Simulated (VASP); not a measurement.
**Ge: single point with PBEsol**

Crystal: Ge.

```
CELL_PARAMETERS angstrom
4.00024 0.00000 0.00000
-2.00012 3.46431 0.00000
0.00000 0.00000 6.58808
ATOMIC_POSITIONS crystal
Ge 0.33333 0.66667 0.93724
Ge 0.66667 0.33333 0.43724
Ge 0.33333 0.66667 0.56276
Ge 0.66667 0.33333 0.06276
```

| Quantity | Value |
| --- | --- |
| Program | VASP 6.6.1 |
| Task | single point |
| Functional | PBEsol |
| Potentials or basis | VASP PAW PBE potentials, release 64 (Ge_d) |
| Cutoff | 520 eV |
| k mesh | 8 × 8 × 4 |
| Occupations | fermi-dirac, width 0.05 eV |
| Spin | no spin polarisation |
| Dipole correction | no |
| Further INCAR settings | ALGO = Normal; EDIFF = 1e-06; NBANDS = 36 |

| Quantity | Value |
| --- | --- |
| Pressure | -0.1 GPa |
| Band gap on the k mesh | 0.07 eV, indirect (least direct gap 0.15 eV) |

Levels at points of the mesh, in eV from the valence-band top:
| k point | band 26 | band 27 | band 28 | band 29 | band 30 | band 31 |
| --- | --- | --- | --- | --- | --- | --- |
| (0.00, 0.00, 0.00) | -0.13 | -0.12 | 0.00 | 0.15 | 0.15 | 2.26 |
| (0.50, 0.00, 0.00) | -3.06 | -2.81 | -1.42 | 0.48 | 1.64 | 3.53 |
| (0.00, 0.00, 0.50) | -0.84 | -0.84 | -0.84 | 0.65 | 0.65 | 3.37 |
| (0.50, 0.00, 0.50) | -2.52 | -2.40 | -2.40 | 0.50 | 0.50 | 2.09 |

It took 74 s on 1 thread of Intel Xeon 6975P-C, with other jobs on the host, peak memory 0.23 GiB.

Caveat: the PAW data sets were made with another functional, which shifts forces and pressure a little. A k mesh can miss the band edges.
